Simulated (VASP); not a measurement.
# BaS (Imm2) in VASP: single point with HSE06

Aim: the single point of BaS with HSE06.

Program: VASP 6.6.1. These are calculated values, not measurements. Logs are shortened: lines on timing, memory, paths and dates and some standing lists are left out, and cuts for length are marked.

### 1 The cell of the first run

The structure is orthorhombic, space group Imm2 (No. 44). Conventional cell: a = 4.964 Å, b = 4.991 Å, c = 7.039 Å, α = 90.00°, β = 90.00°, γ = 90.00°. Within 4.0 Å of Ba (site symmetry mm2) lie 4 S at 3.05 Å. Within 4.0 Å of S (site symmetry mm2) lie 4 Ba at 3.05 Å.

### 2 Single point, HSE06 (shear xy strain -0.5%)

Input file POSCAR:

```
BaS
1.0
   -0.0095024118      3.5194117709      3.5194117709
    3.5194117709     -0.0095024118      3.5194117709
    3.5099093591      3.5099093591      0.0000000000
Ba S
1 1
Direct
   -0.0006224585     -0.0006224585      0.0006224585
    0.2506224585      0.2506224585      0.2493775415
```

Input file INCAR.step1:

```
SYSTEM = BaS
ALGO     = Normal         ! electronic algorithm
EDIFF    = 1E-5           ! SCF threshold, eV
ENCUT    = 520            ! plane-wave cutoff, eV
GGA      = PE             ! functional
ISIF     = 2              ! what is computed and relaxed
ISMEAR   = 0              ! smearing method
LASPH    = .True.         ! aspherical terms in the spheres
LREAL    = .False.        ! projectors in reciprocal space
LWAVE    = .True.         ! write WAVECAR
NBANDS   = 15             ! bands
NELM     = 60             ! most SCF steps
PREC     = Accurate       ! precision mode
SIGMA    = 0.01           ! smearing width, eV
```

Input file INCAR.step2:

```
SYSTEM = BaS
ALGO     = Normal         ! electronic algorithm
EDIFF    = 1E-7           ! SCF threshold, eV
ENCUT    = 520            ! plane-wave cutoff, eV
GGA      = PE             ! functional
HFSCREEN = 0.2079         ! screening, 1/A
ISIF     = 2              ! what is computed and relaxed
ISMEAR   = 0              ! smearing method
ISTART   = 1            
LASPH    = .True.         ! aspherical terms in the spheres
LCHARG   = .True.         ! write CHGCAR
LELF     = .True.         ! ELF
LHFCALC  = .True.         ! exact exchange
LREAL    = .False.        ! projectors in reciprocal space
LVHAR    = .True.       
LWAVE    = .False.        ! write WAVECAR
NBANDS   = 15             ! bands
NELM     = 60             ! most SCF steps
PREC     = Accurate       ! precision mode
PRECFOCK = Normal       
SIGMA    = 0.01           ! smearing width, eV
```

Input file KPOINTS:

```
k-points
0
Gamma
  4 4 4
  0 0 0
```

Potentials or basis: VASP PAW PBE potentials, release 64 (Ba_sv, S).

Command:

```
cat potpaw_PBE.64/Ba_sv/POTCAR potpaw_PBE.64/S/POTCAR > POTCAR
cp INCAR.step1 INCAR
mpirun -np 1 vasp_std > vasp.out
cp INCAR.step2 INCAR
mpirun -np 1 vasp_std > vasp.out
```

OUTCAR:

```text
SYSTEM = BaS
   EDIFF = 1E-7
   ENCUT = 520
   GGA = PE
   HFSCREEN = 0.2079
   ISIF = 2
   ISMEAR = 0
   ISTART = 1
   LASPH = .True.
   LHFCALC = .True.
   LREAL = .False.
   NELM = 60
   PREC = Accurate
   PRECFOCK = Normal

 ion  position               nearest neighbor table
   1  0.999  0.999  0.001-   2 3.05   2 3.05   2 3.05   2 3.05
   2  0.251  0.251  0.249-   1 3.05   1 3.05   1 3.05   1 3.05

  LATTYP: Found a body centered orthorhombic cell.
 ALAT       =     4.9637614183
 B/A-ratio  =     1.0054146195
 C/A-ratio  =     1.4180422765

  Lattice vectors:

 A1 = (   0.0095024118,  -3.5194117709,  -3.5194117709)
 A2 = (  -0.0095024118,   3.5194117709,  -3.5194117709)
 A3 = (   3.5194117709,  -0.0095024118,   3.5194117709)

Analysis of symmetry for initial positions (statically):
=====================================================================
 Subroutine PRICEL returns:
 Original cell was already a primitive cell.

 Routine SETGRP: Setting up the symmetry group for a
 body centered orthorhombic supercell.

 Subroutine GETGRP returns: Found  4 space group operations
 (whereof  4 operations were pure point group operations)
 out of a pool of  8 trial point group operations.

The static configuration has the point symmetry C_2v.

Analysis of symmetry for dynamics (positions and initial velocities):
=====================================================================
 Subroutine PRICEL returns:
 Original cell was already a primitive cell.

 Routine SETGRP: Setting up the symmetry group for a
 body centered orthorhombic supercell.

 Subroutine GETGRP returns: Found  4 space group operations
 (whereof  4 operations were pure point group operations)
 out of a pool of  8 trial point group operations.

The dynamic configuration has the point symmetry C_2v.

 Subroutine INISYM returns: Found  4 space group operations
 (whereof  4 operations are pure point group operations),
 and found     1 'primitive' translations

----------------------------------------------------------------------------------------

                                     Primitive cell

  volume of cell :      87.1841

  direct lattice vectors                    reciprocal lattice vectors
    -0.009502412  3.519411771  3.519411771    -0.141686642  0.141686642  0.142069196
     3.519411771 -0.009502412  3.519411771     0.141686642 -0.141686642  0.142069196
     3.509909359  3.509909359  0.000000000     0.142453821  0.142453821 -0.142069196

  length of vectors
     4.977208929  4.977208929  4.963761418     0.245629529  0.245629529  0.246515392

  position of ions in fractional coordinates (direct lattice)
     0.999377542  0.999377542  0.000622458
     0.250622458  0.250622458  0.249377542

  ion indices of the primitive-cell ions
   primitive index   ion index
                 1           1
                 2           2

----------------------------------------------------------------------------------------

 KPOINTS: k-points

Automatic generation of k-mesh.
 Grid dimensions read from file:
 generate k-points for:    4    4    4

 Generating k-lattice:

  Cartesian coordinates                     Fractional coordinates (reciprocal lattice)
    -0.035421660  0.035421660  0.035517299     0.250000000  0.000000000  0.000000000
     0.035421660 -0.035421660  0.035517299     0.000000000  0.250000000  0.000000000
     0.035613455  0.035613455 -0.035517299    -0.000000000 -0.000000000  0.250000000

  Length of vectors
     0.061407382  0.061407382  0.061628848

  Shift w.r.t. Gamma in fractional coordinates (k-lattice)
     0.000000000  0.000000000  0.000000000

 Subroutine IBZKPT returns following result:
 ===========================================

 Found     18 irreducible k-points:

 Following reciprocal coordinates:
            Coordinates               Weight
  0.000000  0.000000  0.000000      1.000000
  0.250000 -0.000000  0.000000      4.000000
  0.500000 -0.000000  0.000000      2.000000
  0.250000  0.250000  0.000000      2.000000
  0.500000  0.250000  0.000000      4.000000
 -0.250000  0.250000  0.000000      2.000000
[... 10 lines left out ...]
  0.250000  0.250000  0.500000      2.000000
 -0.250000  0.250000  0.500000      2.000000
   k-points           NKPTS =     18   k-points in BZ     NKDIM =     64   number of bands    NBANDS=     15
   number of dos      NEDOS =    301   number of ions     NIONS =      2
   total plane-waves  NPLWV =  64000
   dimension x,y,z NGX =    40 NGY =   40 NGZ =   40
   dimension x,y,z NGXF=    80 NGYF=   80 NGZF=   80
   ions per type =               1   1
   NGX,Y,Z   is equivalent  to a cutoff of  13.36, 13.36, 13.40 a.u.
   NGXF,Y,Z  is equivalent  to a cutoff of  26.72, 26.72, 26.79 a.u.
 SYSTEM =  BaS
   PREC   = accura    normal or accurate (medium, high low for compatibility)
   ISTART =      1    job   : 0-new  1-cont  2-samecut
   ICHARG =      0    charge: 1-file 2-atom 10-const
   ISPIN  =      1    spin polarized calculation?
   LNONCOLLINEAR =      F non collinear calculations
   LSORBIT =      F    spin-orbit coupling
   LASPH  =      T    aspherical Exc in radial PAW
   ENCUT  =  520.0 eV  38.22 Ry    6.18 a.u.   9.25  9.25  9.23*2*pi/ulx,y,z
   NELM   =     60;   NELMIN=  2; NELMDL=  0     # of ELM steps
   EDIFF  = 0.1E-06   stopping-criterion for ELM
   LREAL  =      F    real-space projection
   EDIFFG = 0.1E-05   stopping-criterion for IOM
   NSW    =      0    number of steps for IOM
   IBRION =     -1    ionic relax: 0-MD 1-quasi-New 2-CG
   NFREE  =      0    steps in history (QN), initial steepest desc. (CG)
   ISIF   =      2    stress and relaxation
   ISYM   =      3    0-nonsym 1-usesym 2-fastsym
   POTIM  = 0.5000    time-step for ionic-motion
   TEBEG  =    0.0;   TEEND  =   0.0 temperature during run
   PSTRESS=    0.0 pullay stress
   NELECT =      16.0000    total number of electrons
   NUPDOWN=      -1.0000    fix difference up-down
   EMIN   =  10.00;   EMAX   =-10.00  energy-range for DOS
   EFERMI =   0.00;   METHOD = LEGACY
   ISMEAR =     0;   SIGMA  =   0.01  broadening in eV -4-tet -1-fermi 0-gaus
   EFERMI_NEDOS =   21; number of points for ismear=-14 and -15
   IALGO  =     38    algorithm
   IMIX   =      1    mixing-type and parameters
     AMIX     =   0.40;   BMIX     =  1.00
     AMIX_MAG =   1.60;   BMIX_MAG =  1.00
  volume/ion in A,a.u.               =      43.59       294.17
  Fermi-wavevector in a.u.,A,eV,Ry     =   0.930327  1.758064 11.775965  0.865509
  Thomas-Fermi vector in A             =   2.056704
   LORBIT       =      0    0 simple, 1 ext, 2 COOP (PROOUT), +10 PAW based schemes
   GGA     = PE    functional components
   LHFCALC =     T    Hartree Fock is set to
   PRECFOCK=normal    Normal, Fast or Accurate (Low or Medium for compatibility)
   ENCUT4O =  -1.0   cutoff for four orbital integrals eV
   NKREDX  =     1    reduce k-point grid by
   NKREDY  =     1    reduce k-point grid by
   NKREDZ  =     1    reduce k-point grid by
   AEXX    =    0.2500 exact exchange contribution
   HFSCREEN=    0.2079 screening length (either q_TF or 0.3 A-1)
   HFSCREENC=   0.2079 screening length for correlation (either q_TF or 0.3 A-1)
   ENCUTFOCK=  -1.0 apply spherical cutoff to Coloumb kernel
   IVDW    =     0    specifies the selected vdW correction
   LEPSILON=     F    determine dielectric tensor
   LRPA    =     F    only Hartree local field effects (RPA)
 non-spin polarized calculation
 Gauss-broadening in eV      SIGMA  =   0.01
  energy-cutoff  :      520.00
  volume of cell :       87.18
 maximum number of plane-waves:      2369
 NGX is ok and might be reduce to    40
  NGX = 28; NGY = 28; NGZ = 28

 number of electron      15.9999999 magnetization

 Free energy of the ion-electron system (eV)
  ---------------------------------------------------
  ext. energy  EPLUGINS =         0.00000000
  ---------------------------------------------------
  free energy    TOTEN  =       -11.04537250 eV

  energy without entropy =      -11.04537250  energy(sigma->0) =      -11.04537250

 E-fermi :  -0.7185     XC(G=0):  -6.0413

 val. band max:       -0.8359175615   @ k =  -0.2500   0.5000   0.2500
 cond. band min:       2.8106129040   @ k =   0.0000   0.0000   0.0000
 fundamental gap:      3.6465304655
 Fermi energy:        -0.7185452489

 k-point     1 :       0.0000    0.0000    0.0000
  band No.  band energies     occupation
      1     -28.6522      2.00000
      2     -12.7793      2.00000
      3     -12.7793      2.00000
      4     -12.7791      2.00000
      5     -11.7736      2.00000
      6      -1.5537      2.00000
      7      -1.5466      2.00000
      8      -1.5394      2.00000
      9       2.8106      0.00000
     10       5.3475      0.00000
     11       5.3479      0.00000
     12       7.2770      0.00000
     13       7.2899      0.00000
     14       7.3025      0.00000
     15      10.2933      0.00000

 k-point     2 :       0.2500   -0.0000    0.0000
  band No.  band energies     occupation
      1     -28.6437      2.00000
      2     -13.2820      2.00000
      3     -12.8026      2.00000
      4     -12.8024      2.00000
      5     -11.2582      2.00000
      6      -1.6113      2.00000
      7      -1.4018      2.00000
      8      -1.3966      2.00000
      9       3.9150      0.00000
     10       5.0725      0.00000
     11       5.0908      0.00000
     12       6.7123      0.00000
     13       7.7597      0.00000
     14       7.7743      0.00000
     15       7.9748      0.00000
[... 257 lines left out ...]
      3     -12.9121      2.00000
      4     -12.8266      2.00000
      5     -10.9104      2.00000
      6      -1.4914      2.00000
      7      -1.3016      2.00000
      8      -1.2408      2.00000
      9       4.2100      0.00000
     10       4.8059      0.00000
     11       5.2904      0.00000
     12       6.5726      0.00000
     13       7.5433      0.00000
     14       7.9651      0.00000
     15       8.5601      0.00000

 k-point    18 :      -0.2500    0.2500    0.5000
  band No.  band energies     occupation
      1     -28.6293      2.00000
      2     -13.6724      2.00000
      3     -12.9422      2.00000
      4     -12.8973      2.00000
      5     -10.6993      2.00000
      6      -1.4717      2.00000
      7      -1.3738      2.00000
      8      -0.8361      2.00000
      9       3.5045      0.00000
     10       4.4748      0.00000
     11       6.2639      0.00000
     12       6.6986      0.00000
     13       7.8473      0.00000
     14       8.8016      0.00000
     15       9.0032      0.00000

------------------------ aborting loop because EDIFF is reached ----------------------------------------

  FORCE on cell =-STRESS in cart. coord.  units (eV):
  Direction    XX          YY          ZZ          XY          YZ          ZX
  --------------------------------------------------------------------------------------
  -------------------------------------------------------------------------------------
  Total        0.0868013      0.0868013      0.0863023      0.0182492      0.0000000      0.0000000
  in kB        1.5951435      1.5951435      1.5859741      0.3353644      0.0000000      0.0000000
  external PRESSURE =       1.5920870 kB  Pullay stress =       0.0000000 kB

 VOLUME and BASIS-vectors are now :
 -----------------------------------------------------------------------------
  energy-cutoff  :      520.00
  volume of cell :       87.18
      direct lattice vectors                 reciprocal lattice vectors
    -0.009502412  3.519411771  3.519411771    -0.141686642  0.141686642  0.142069196
     3.519411771 -0.009502412  3.519411771     0.141686642 -0.141686642  0.142069196
     3.509909359  3.509909359  0.000000000     0.142453821  0.142453821 -0.142069196

 POSITION                                       TOTAL-FORCE (eV/Angst)
 -----------------------------------------------------------------------------------
      3.50991      3.50991      7.03444         0.000000      0.000000      0.004093
      1.75495      1.75495      1.76409        -0.000000     -0.000000     -0.004093
 -----------------------------------------------------------------------------------
    total drift:                                0.000000      0.000000      0.000046

  FREE ENERGIE OF THE ION-ELECTRON SYSTEM (eV)
  ---------------------------------------------------
  free  energy   TOTEN  =       -11.0453724952 eV

  energy  without entropy=      -11.0453724952  energy(sigma->0) =      -11.04537250
```

It took 54 min on 1 thread of Intel Xeon 8259CL, shared host; peak memory 0.33 GiB.

What came out:

```yaml
Free_energy: -11.0454 eV
Pressure: 0.2 GPa
Largest_force: 0.004 eV/Å
Band_gap_on_the_k_mesh: 3.65 eV (least direct gap 4.34 eV)
```

Forces on the atoms (eV/Å):
```
Ba   0.000  0.000  0.004
S    0.000  0.000 -0.004
```

Levels at points of the mesh, in eV from the valence-band top:
| k point | band 6 | band 7 | band 8 | band 9 | band 10 | band 11 |
| --- | --- | --- | --- | --- | --- | --- |
| (0.00, 0.00, 0.00) | -0.72 | -0.71 | -0.70 | 3.65 | 6.18 | 6.18 |
| (0.50, 0.00, 0.00) | -0.64 | -0.43 | -0.43 | 5.44 | 6.32 | 6.37 |
| (0.50, 0.50, 0.00) | -1.13 | -0.01 | -0.01 | 4.38 | 5.58 | 7.47 |
| (0.00, 0.00, 0.50) | -0.63 | -0.44 | -0.44 | 5.45 | 6.33 | 6.37 |
| (0.50, 0.00, 0.50) | -1.13 | -0.01 | -0.01 | 4.38 | 5.58 | 7.46 |

Caveat: the cell differs from its parent crystal (shear xy strain -0.5%); the PAW data sets were made with another functional, which shifts forces and pressure a little; spin-orbit coupling is left out, which moves the levels of the heavy elements. A k mesh can miss the band edges.
